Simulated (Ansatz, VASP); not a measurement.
# Two plane-wave programs on Al2Cu

INCAR

```
SYSTEM = Al2Cu
ALGO = Fast
EDIFF = 1E-7
ENCUT = 520
GGA = CA
ISIF = 2
ISMEAR = 0
LASPH = .True.
LCHARG = .False.
LREAL = .False.
LWAVE = .False.
NBANDS = 16
NELM = 100
PREC = Accurate
SIGMA = 0.15
```

Contents of KPOINTS:

```
k-points
0
Gamma
  10 10 14
  0 0 0
```

Contents of POSCAR:

```
Al2Cu
1.0
    4.3252000000      0.0000000000      0.0000000000
    0.0000000000      4.3252000000      0.0000000000
    0.0000000000      0.0000000000      2.8966000000
Al Cu
2 1
Direct
    0.5000000000      0.0000000000      0.5000000000
    0.0000000000      0.5000000000      0.5000000000
    0.0000000000      0.0000000000      0.0000000000
```

Input for Ansatz:

```yaml
crystal:
  lattice:
    - [4.3252, 0.0, 0.0]
    - [0.0, 4.3252, 0.0]
    - [0.0, 0.0, 2.8966]
  atoms:
    - { symbol: Al, position: [0.5, 0.0, 0.5] }
    - { symbol: Al, position: [0.0, 0.5, 0.5] }
    - { symbol: Cu, position: [0.0, 0.0, 0.0] }
basis:
  ecutwfc: 520.0
kpoints:
  mp_grid: { grid: [10, 10, 14] }
hamiltonian:
  xc: lda
  pseudopotentials: { kind: paw, azcp: { folder: soft_1 } }
scf:
  occupations: { method: gaussian, width: 0.15 }
output:
  forces: true
  stress: true
  eigenvalues: true
```

Alike in both runs: task single point; functional LDA; k mesh 10 × 10 × 14; occupations gaussian, width 0.15 eV; no spin polarisation.

|  | VASP | Ansatz |
| --- | --- | --- |
| version | VASP 6.6.1 | Ansatz 0.2.0 |
| potentials or method | VASP PAW LDA potentials, release 64 (Al, Cu), cutoff 520 eV | scalar-relativistic, plane waves, PAW |
| valence electrons in the cell | 17 | 25 |

```csv
,VASP,Ansatz,Ansatz less VASP
gap on the k mesh at the Fermi level (eV),none,none,-
pressure (GPa),-11.0,-11.3,-0.37
"traceless stress, the component that is largest in VASP (GPa)",0.60,0.64,+0.039
```

Ansatz warns that its potentials were made for another functional, while VASP's fit it. LDA's correlation is that of Perdew and Zunger in VASP and of Perdew and Wang (1992) in Ansatz. A gap of «none» marks a metal or a gap that the smearing closes. VASP's potentials hold 17 valence electrons a cell and Ansatz's 25, so a difference there can come from the potentials and not from the codes.
